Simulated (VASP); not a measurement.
# Dy5C (Immm) in VASP: single point with PBE

Aim: the single point of Dy5C with PBE.

All numbers are computed with VASP 6.6.1; they aren't measurements. Logs are shortened: lines on timing, memory, paths and dates and some standing lists are left out, and cuts for length are marked.

## (1) The cell of the first run

Symmetry: Immm, No. 71, orthorhombic system. Conventional cell: a = 5.033 Å, b = 8.228 Å, c = 8.274 Å, α = 90.00°, β = 90.00°, γ = 90.00°. Within 3.1 Å of Dy (site symmetry m2m) lie 1 C at 2.38 Å. Dy (site symmetry mm2) has 1 C at 2.38 Å within 3.1 Å. Within 3.3 Å of Dy (site symmetry mmm) lie 2 C at 2.52 Å. C (site symmetry mmm) has 6 Dy at 2.38 to 2.52 Å within 3.1 Å.

The cell was built from a structure type or drawn by symmetry, and may not be a known phase.

## (2) Single point, PBE

The input, INCAR:

```
PREC     = Accurate       # precision mode
ENCUT    = 600            # plane-wave cutoff, eV
EDIFF    = 1E-6           # SCF threshold, eV
ISMEAR   = 0              # smearing method
SIGMA    = 0.1            # smearing width, eV
LREAL    = False          # projectors in reciprocal space
LASPH    = True           # aspherical terms in the spheres
NELM     = 200            # most SCF steps
ALGO     = Normal         # electronic algorithm
ISIF     = 2              # what is computed and relaxed
LWAVE    = False          # write WAVECAR
LCHARG   = False          # write CHGCAR
GGA      = PE             # functional
NBANDS   = 34             # bands
GGA_COMPAT= False        
LMAXMIX  = 6              # l up to which the mixer works
```

The input, KPOINTS:

```
regular mesh
0
Gamma
  8 8 8
```

The input, POSCAR:

```
Dy5C
1.0
   -2.5163084824      4.1137753166      4.1370312502
    2.5163084824     -4.1137753166      4.1370312502
    2.5163084824      4.1137753166     -4.1370312502
Dy C
5 1
Direct
    0.7109203801      0.0000000000      0.7109203801
    0.2890796199      0.0000000000      0.2890796199
    0.7118026436      0.7118026436      0.0000000000
    0.2881973564      0.2881973564      0.0000000000
    0.0000000000      0.5000000000      0.5000000000
    0.0000000000      0.0000000000      0.0000000000
```

Potentials or basis: VASP PAW PBE potentials, release 64 (Dy_3, C), 4f in core.

Command:

```bash
$ cat potpaw_PBE.64/Dy_3/POTCAR potpaw_PBE.64/C/POTCAR > POTCAR
$ mpirun -np 1 vasp_std > vasp.out
```

OUTCAR:

```text
PREC = Accurate
   ENCUT = 600
   EDIFF = 1E-6
   ISMEAR = 0
   LREAL = False
   LASPH = True
   NELM = 200
   ISIF = 2
   GGA = PE

 ion  position               nearest neighbor table
   1  0.711  0.000  0.711-   6 2.38   4 3.37   3 3.37   5 3.46   5 3.46   2 3.47   4 3.52   3 3.52
                             3 3.52   4 3.52
   2  0.289  0.000  0.289-   6 2.38   3 3.37   4 3.37   5 3.46   5 3.46   1 3.47   3 3.52   4 3.52
                             3 3.52   4 3.52
   3  0.712  0.712  0.000-   6 2.38   2 3.37   1 3.37   5 3.47   5 3.47   4 3.50   2 3.52   1 3.52
                             1 3.52   2 3.52
   4  0.288  0.288  0.000-   6 2.38   1 3.37   2 3.37   5 3.47   5 3.47   3 3.50   1 3.52   2 3.52
                             1 3.52   2 3.52
   5  0.000  0.500  0.500-   6 2.52   6 2.52   2 3.46   2 3.46   1 3.46   1 3.46   3 3.47   4 3.47
                             3 3.47   4 3.47
   6  0.000  0.000  0.000-   1 2.38   2 2.38   3 2.38   4 2.38   5 2.52   5 2.52

  LATTYP: Found a body centered orthorhombic cell.
 ALAT       =     5.0326169648
 B/A-ratio  =     1.6348453877
 C/A-ratio  =     1.6440874714

  Lattice vectors:

 A1 = (  -2.5163084824,   4.1137753166,   4.1370312502)
 A2 = (   2.5163084824,  -4.1137753166,   4.1370312502)
 A3 = (   2.5163084824,   4.1137753166,  -4.1370312502)

Analysis of symmetry for initial positions (statically):
=====================================================================
 Subroutine PRICEL returns:
 Original cell was already a primitive cell.

 Routine SETGRP: Setting up the symmetry group for a
 body centered orthorhombic supercell.

 Subroutine GETGRP returns: Found  8 space group operations
 (whereof  8 operations were pure point group operations)
 out of a pool of  8 trial point group operations.

The static configuration has the point symmetry D_2h.

Analysis of symmetry for dynamics (positions and initial velocities):
=====================================================================
 Subroutine PRICEL returns:
 Original cell was already a primitive cell.

 Routine SETGRP: Setting up the symmetry group for a
 body centered orthorhombic supercell.

 Subroutine GETGRP returns: Found  8 space group operations
 (whereof  8 operations were pure point group operations)
 out of a pool of  8 trial point group operations.

The dynamic configuration has the point symmetry D_2h.

 Subroutine INISYM returns: Found  8 space group operations
 (whereof  8 operations are pure point group operations),
 and found     1 'primitive' translations

----------------------------------------------------------------------------------------

                                     Primitive cell

  volume of cell :     171.2984

  direct lattice vectors                    reciprocal lattice vectors
    -2.516308482  4.113775317  4.137031250     0.000000000  0.121542856  0.120859614
     2.516308482 -4.113775317  4.137031250     0.198703777  0.000000000  0.120859614
     2.516308482  4.113775317 -4.137031250     0.198703777  0.121542856  0.000000000

  length of vectors
     6.353737742  6.353737742  6.353737742     0.171405111  0.232573080  0.232928867

  position of ions in fractional coordinates (direct lattice)
     0.710920380  0.000000000  0.710920380
     0.289079620  0.000000000  0.289079620
     0.711802644  0.711802644  0.000000000
     0.288197356  0.288197356  0.000000000
     0.000000000  0.500000000  0.500000000
     0.000000000  0.000000000  0.000000000

  ion indices of the primitive-cell ions
   primitive index   ion index
                 1           1
                 2           2
                 3           3
                 4           4
                 5           5
                 6           6

----------------------------------------------------------------------------------------

 KPOINTS: regular mesh

Automatic generation of k-mesh.
 Grid dimensions read from file:
 generate k-points for:    8    8    8

 Generating k-lattice:

  Cartesian coordinates                     Fractional coordinates (reciprocal lattice)
     0.000000000  0.015192857  0.015107452     0.125000000 -0.000000000  0.000000000
     0.024837972  0.000000000  0.015107452     0.000000000  0.125000000  0.000000000
     0.024837972  0.015192857  0.000000000     0.000000000 -0.000000000  0.125000000

  Length of vectors
     0.021425639  0.029071635  0.029116108

  Shift w.r.t. Gamma in fractional coordinates (k-lattice)
     0.000000000  0.000000000  0.000000000

 Subroutine IBZKPT returns following result:
 ===========================================

 Found     95 irreducible k-points:

 Following reciprocal coordinates:
            Coordinates               Weight
  0.000000  0.000000  0.000000      1.000000
  0.125000  0.000000  0.000000      4.000000
  0.250000  0.000000  0.000000      4.000000
  0.375000  0.000000  0.000000      4.000000
  0.500000  0.000000  0.000000      2.000000
  0.000000  0.125000  0.000000      4.000000
[... 16 lines left out ...]
  0.125000  0.375000 -0.000000      8.000000
  0.250000  0.375000 -0.000000      8.000000
 [... further k-points ...]
   k-points           NKPTS =     95   k-points in BZ     NKDIM =     95   number of bands    NBANDS=     34
   number of dos      NEDOS =    301   number of ions     NIONS =      6
   total plane-waves  NPLWV = 157464
   dimension x,y,z NGX =    54 NGY =   54 NGZ =   54
   dimension x,y,z NGXF=   108 NGYF=  108 NGZF=  108
   ions per type =               5   1
   NGX,Y,Z   is equivalent  to a cutoff of  14.13, 14.13, 14.13 a.u.
   NGXF,Y,Z  is equivalent  to a cutoff of  28.26, 28.26, 28.26 a.u.
 SYSTEM =  unknown system
   PREC   = accura    normal or accurate (medium, high low for compatibility)
   ISTART =      0    job   : 0-new  1-cont  2-samecut
   ICHARG =      2    charge: 1-file 2-atom 10-const
   ISPIN  =      1    spin polarized calculation?
   LNONCOLLINEAR =      F non collinear calculations
   LSORBIT =      F    spin-orbit coupling
   LASPH  =      T    aspherical Exc in radial PAW
   ENCUT  =  600.0 eV  44.10 Ry    6.64 a.u.  12.69 12.69 12.69*2*pi/ulx,y,z
   NELM   =    200;   NELMIN=  2; NELMDL= -5     # of ELM steps
   EDIFF  = 0.1E-05   stopping-criterion for ELM
   LREAL  =      F    real-space projection
   EDIFFG = 0.1E-04   stopping-criterion for IOM
   NSW    =      0    number of steps for IOM
   IBRION =     -1    ionic relax: 0-MD 1-quasi-New 2-CG
   NFREE  =      0    steps in history (QN), initial steepest desc. (CG)
   ISIF   =      2    stress and relaxation
   ISYM   =      2    0-nonsym 1-usesym 2-fastsym
   POTIM  = 0.5000    time-step for ionic-motion
   TEBEG  =    0.0;   TEEND  =   0.0 temperature during run
   PSTRESS=    0.0 pullay stress
   NELECT =      49.0000    total number of electrons
   NUPDOWN=      -1.0000    fix difference up-down
   EMIN   =  10.00;   EMAX   =-10.00  energy-range for DOS
   EFERMI =   0.00;   METHOD = LEGACY
   ISMEAR =     0;   SIGMA  =   0.10  broadening in eV -4-tet -1-fermi 0-gaus
   EFERMI_NEDOS =   21; number of points for ismear=-14 and -15
   IALGO  =     38    algorithm
   IMIX   =      4    mixing-type and parameters
     AMIX     =   0.40;   BMIX     =  1.00
     AMIX_MAG =   1.60;   BMIX_MAG =  1.00
  volume/ion in A,a.u.               =      28.55       192.66
  Fermi-wavevector in a.u.,A,eV,Ry     =   1.078671  2.038393 15.830810  1.163532
  Thomas-Fermi vector in A             =   2.214616
   LORBIT       =      0    0 simple, 1 ext, 2 COOP (PROOUT), +10 PAW based schemes
   GGA     = PE    functional components
   LHFCALC =     F    Hartree Fock is set to
   AEXX    =    0.0000 exact exchange contribution
   IVDW    =     0    specifies the selected vdW correction
   LEPSILON=     F    determine dielectric tensor
   LRPA    =     F    only Hartree local field effects (RPA)
 non-spin polarized calculation
 Gauss-broadening in eV      SIGMA  =   0.10
  energy-cutoff  :      600.00
  volume of cell :      171.30
 maximum number of plane-waves:      5760
 NGX is ok and might be reduce to    54
   NGX = 25   NGY = 25   NGZ = 25

 number of electron      49.0000001 magnetization

 Free energy of the ion-electron system (eV)
  ---------------------------------------------------
  ext. energy  EPLUGINS =         0.00000000
  ---------------------------------------------------
  free energy    TOTEN  =       -31.76087946 eV

  energy without entropy =      -31.72921121  energy(sigma->0) =      -31.74504534

 E-fermi :   2.8497     XC(G=0):  -9.7126

 val. band max:        2.8488348297   @ k =  -0.3750   0.2500   0.0000
 cond. band min:       2.8521423694   @ k =  -0.3750   0.3750  -0.0000
 fundamental gap:      0.0033075397
 Fermi energy:         2.8496607507

 k-point     1 :       0.0000    0.0000    0.0000
  band No.  band energies     occupation
      1     -20.6834      2.00000
      2     -20.5705      2.00000
      3     -20.5224      2.00000
      4     -20.5210      2.00000
      5     -20.4839      2.00000
      6     -20.4277      2.00000
[... 26 lines left out ...]
     33       5.1742      0.00000
     34       5.1857      0.00000

 k-point     2 :       0.1250    0.0000    0.0000
  band No.  band energies     occupation
      1     -20.6704      2.00000
      2     -20.5635      2.00000
      3     -20.5200      2.00000
      4     -20.5183      2.00000
      5     -20.4943      2.00000
      6     -20.4338      2.00000
[... 26 lines left out ...]
     33       5.1944      0.00000
     34       5.2499      0.00000

 k-point     3 :       0.2500    0.0000    0.0000
  band No.  band energies     occupation
      1     -20.6464      2.00000
      2     -20.5348      2.00000
      3     -20.5160      2.00000
      4     -20.5155      2.00000
      5     -20.5054      2.00000
      6     -20.4468      2.00000
[... 26 lines left out ...]
     33       5.4435      0.00000
     34       5.6590      0.00000
[... 704 lines left out ...]
 k-point    23 :       0.1250    0.3750   -0.0000
  band No.  band energies     occupation
      1     -20.7442      2.00000
      2     -20.5857      2.00000
      3     -20.5601      2.00000
      4     -20.5043      2.00000
      5     -20.4515      2.00000
      6     -20.4005      2.00000
[... 26 lines left out ...]
     33       5.2913      0.00000
     34       5.4109      0.00000

 k-point    24 :       0.2500    0.3750   -0.0000
  band No.  band energies     occupation
      1     -20.7208      2.00000
      2     -20.5826      2.00000
      3     -20.5416      2.00000
      4     -20.5177      2.00000
      5     -20.4887      2.00000
      6     -20.3757      2.00000
[... 26 lines left out ...]
     33       5.2914      0.00000
     34       5.4108      0.00000

 [... further k-points ...]

------------------------ aborting loop because EDIFF is reached ----------------------------------------

  FORCE on cell =-STRESS in cart. coord.  units (eV):
  Direction    XX          YY          ZZ          XY          YZ          ZX
  --------------------------------------------------------------------------------------
  -------------------------------------------------------------------------------------
  Total        0.4018256      0.4336383      0.3605770     -0.0000000      0.0000000      0.0000000
  in kB        3.7583304      4.0558792      3.3725264     -0.0000000      0.0000000      0.0000000
  external PRESSURE =       3.7289120 kB  Pullay stress =       0.0000000 kB

 VOLUME and BASIS-vectors are now :
 -----------------------------------------------------------------------------
  energy-cutoff  :      600.00
  volume of cell :      171.30
      direct lattice vectors                 reciprocal lattice vectors
    -2.516308482  4.113775317  4.137031250     0.000000000  0.121542856  0.120859614
     2.516308482 -4.113775317  4.137031250     0.198703777  0.000000000  0.120859614
     2.516308482  4.113775317 -4.137031250     0.198703777  0.121542856  0.000000000

 POSITION                                       TOTAL-FORCE (eV/Angst)
 -----------------------------------------------------------------------------------
      0.00000      5.84913      0.00000        -0.000000     -0.027033      0.000000
      0.00000      2.37842      0.00000         0.000000      0.027033      0.000000
      0.00000      0.00000      5.88950         0.000000     -0.000000     -0.025962
      0.00000      0.00000      2.38456        -0.000000      0.000000      0.025962
      2.51631      0.00000      0.00000         0.000000      0.000000      0.000000
      0.00000      0.00000      0.00000         0.000000      0.000000      0.000000
 -----------------------------------------------------------------------------------
    total drift:                               -0.000000     -0.000000      0.000000

  FREE ENERGIE OF THE ION-ELECTRON SYSTEM (eV)
  ---------------------------------------------------
  free  energy   TOTEN  =       -31.7608794624 eV

  energy  without entropy=      -31.7292112087  energy(sigma->0) =      -31.74504534
```

Run time: 9.7 min. Hardware: 1 thread of Intel Xeon 6975P-C (Granite Rapids), shared host; peak memory 0.74 GiB.

Results:

- Free energy: -31.7609 eV
- Pressure: 0.4 GPa
- Largest force: 0.027 eV/Å
- Band gap on the k mesh: zero (an odd number of electrons rules out a gap without spin polarisation)

Forces on the atoms (eV/Å):
```
Dy   0.000 -0.027  0.000
Dy   0.000  0.027  0.000
Dy   0.000  0.000 -0.026
Dy   0.000  0.000  0.026
Dy   0.000  0.000  0.000
C    0.000  0.000  0.000
```

Levels at points of the mesh, in eV from the Fermi level:
```csv
k point,band 21,band 22,band 23,band 24,band 25,band 26,band 27,band 28,band 29,band 30
"(0.00, 0.00, 0.00)",-0.34,-0.28,-0.27,-0.20,-0.04,0.12,0.13,0.22,1.88,1.91
"(0.50, 0.00, 0.00)",-1.22,-0.78,-0.71,-0.67,-0.17,0.35,0.65,0.67,0.92,1.60
"(0.00, 0.50, 0.00)",-1.05,-0.93,-0.62,0.05,0.30,0.63,0.70,1.33,1.48,1.63
"(0.50, 0.50, 0.00)",-1.04,-0.94,-0.63,0.03,0.32,0.62,0.69,1.33,1.49,1.64
"(0.50, 0.50, 0.50)",-1.63,-1.34,-1.32,-0.08,0.34,0.36,0.68,0.85,0.85,1.13
```

Caveat: spin-orbit coupling is left out, which moves the levels of the heavy elements; the 4f electrons are frozen in the core, so they carry no moment and show no levels. Spin polarisation is off, so any magnetic state and its effect on volume and gap are missing.
